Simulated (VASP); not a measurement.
## AlB2P3: relaxation of cell and atoms with PBE

Crystal: AlB2P3.

```xyz
12
Lattice="0.0098 -0.0258 5.7490 6.0148 0.0533 0.0102 -2.9613 4.9796 -0.0283" Properties=species:S:1:pos:R:3 pbc="T T T"
Al    2.9664    1.7082    0.0297
Al    0.0920    3.3685   -0.0967
B     6.0323   -0.0451    5.6443
B     1.8709   -0.0964    2.9177
B    -1.0190    1.7480    2.7985
B     2.0969    3.3715    3.1363
P     3.1644    5.0579    2.1395
P     2.9337    1.6872    2.3646
P     0.1154    3.3158    2.3924
P     1.7521    0.1952    4.7551
P     5.2699    1.3261    4.9391
P     2.0839    3.4727    4.8407
```

```json
{"Program": "VASP 6.6.1", "Task": "relaxation of cell and atoms", "Functional": "PBE", "Potentials or basis": "VASP PAW PBE potentials, release 64 (Al, B, P)", "Cutoff": "600 eV", "k mesh": "2 × 3 × 3", "Occupations": "gaussian, width 0.1 eV", "Spin": "no spin polarisation", "Dipole correction": "no", "Further INCAR settings": "ALGO = Normal; EDIFF = 1e-06; IBRION = 2; EDIFFG = -0.025; NSW = 80; ISIF = 3"}
```

* Relaxed volume: 14.61 Å³/atom
* Relaxed cell: a = 5.726 Å, b = 5.948 Å, c = 5.946 Å, α = 120.01°, β = 90.01°, γ = 90.00°
* Space group after relaxing (to 0.05 Å): P31m (No. 157)
* Energy gained by relaxing: 257.6 meV/atom
* Ionic steps: 16
* Pressure after relaxing: 0.0 GPa
* Largest force after relaxing: 0.016 eV/Å
* Band gap on the k mesh: 1.06 eV, indirect (least direct gap 1.10 eV)

Forces in eV/Å, atoms in the order of the input:
```
Al  -0.002 -0.004 -0.012
Al   0.011  0.001 -0.003
B    0.005  0.003  0.001
B    0.002 -0.006 -0.007
B   -0.002  0.004  0.014
B    0.003 -0.006  0.003
P    0.007  0.007 -0.004
P   -0.008 -0.001  0.007
P    0.000  0.001  0.001
P    0.009 -0.001  0.004
P   -0.008  0.001 -0.005
P   -0.015  0.000  0.003
```

The path:
```tsv
step	energy change (eV)	largest force (eV/Å)	pressure (GPa)	volume (Å³)
1	0.0000	7.1101	6.58	173.10
2	-1.5451	3.6223	-5.71	188.27
3	-2.2946	2.4377	-3.21	181.38
4	-2.8987	1.4028	-0.25	175.96
5	-2.8987	1.4021	-0.23	175.93
6	-3.0442	0.5944	0.65	174.47
7	-3.0445	0.6412	0.70	174.41
8	-3.0771	0.2362	-0.18	175.56
9	-3.0772	0.2436	-0.19	175.59
10	-3.0861	0.1564	-0.05	175.43
11	-3.0864	0.1611	-0.02	175.39
12	-3.0899	0.0862	0.06	175.29
13	-3.0902	0.0869	0.10	175.25
14	-3.0913	0.0423	-0.05	175.44
15	-3.0913	0.0401	-0.04	175.43
16	-3.0915	0.0157	-0.01	175.37
```

Final structure:
```
Al B P
1.0
    -0.00007   -0.00018    5.72602
     5.94786    0.00038    0.00006
    -2.97390    5.14908   -0.00101
Al B P
2 4 6
Direct
  0.00445 0.66682 0.33333
  0.00425 0.33334 0.66679
  0.99411 0.99989 0.99994
  0.50293 0.32288 0.00010
  0.50263 0.00001 0.32281
  0.50277 0.67708 0.67715
  0.36084 0.99986 0.99988
  0.41076 0.66676 0.33333
  0.41073 0.33331 0.66666
  0.85222 0.29551 0.00014
  0.85216 0.00007 0.29556
  0.85215 0.70448 0.70432
```

Levels at points of the mesh, in eV from the valence-band top:
```tsv
k point	band 21	band 22	band 23	band 24	band 25	band 26	band 27	band 28
(0.00, 0.00, 0.00)	-2.12	-0.72	0.00	0.00	1.10	1.10	1.78	2.62
(0.50, 0.00, 0.00)	-1.90	-1.47	-0.52	-0.51	1.88	2.12	2.44	2.44
```

Run time: 26 min on 1 thread of AMD EPYC 7R13, on a shared host, peak memory 0.32 GiB.

Caveat: the k points lie up to 0.55 Å⁻¹ apart in the final cell. PBE gaps usually lie below the measured ones, often by a third to a half.
